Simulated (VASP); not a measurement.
InSb: single point with LDA

InSb:

```
In Sb
1.0
     3.80765    0.00000    0.00000
     0.00000    3.80765    0.00000
     0.00000    0.00000    3.80765
In Sb
1 1
Direct
  0.00000 0.00000 0.00000
  0.50000 0.50000 0.50000
```

```json
{
  "Program": "VASP 6.6.1",
  "Task": "single point",
  "Functional": "LDA",
  "Potentials or basis": "VASP PAW LDA potentials, release 64 (In_d, Sb)",
  "Cutoff": "500 eV",
  "k mesh": "6 × 6 × 6",
  "Occupations": "gaussian, width 0.1 eV",
  "Spin": "no spin polarisation",
  "Dipole correction": "no",
  "Further INCAR settings": "ALGO = Normal; EDIFF = 1e-06; NBANDS = 16"
}
```

* Pressure: -4.3 GPa
* Band gap on the k mesh: zero (band 9 reaches 8.41 eV, above the bottom of band 10 at 5.17 eV)

Levels at points of the mesh, in eV from the Fermi level:
| k point | band 6 | band 7 | band 8 | band 9 | band 10 | band 11 | band 12 | band 13 |
| --- | --- | --- | --- | --- | --- | --- | --- | --- |
| (0.00, 0.00, 0.00) | -11.28 | -2.27 | -0.59 | -0.59 | -0.59 | 4.22 | 4.22 | 8.13 |
| (0.50, 0.00, 0.00) | -9.73 | -6.96 | 1.23 | 1.23 | 2.18 | 2.41 | 3.83 | 3.83 |
| (0.50, 0.50, 0.00) | -8.39 | -4.24 | -4.23 | -4.23 | 1.86 | 5.52 | 5.65 | 5.65 |
| (0.50, 0.50, 0.50) | -7.69 | -2.51 | -2.01 | -2.01 | -2.01 | -0.31 | -0.31 | -0.31 |

Run time: 7.1 s on 1 thread of Intel(R) Xeon(R) Platinum 8488C (Sapphire Rapids) (shared host), peak memory 0.14 GiB.

Caveat: spin-orbit coupling is left out, which moves the levels of the heavy elements.
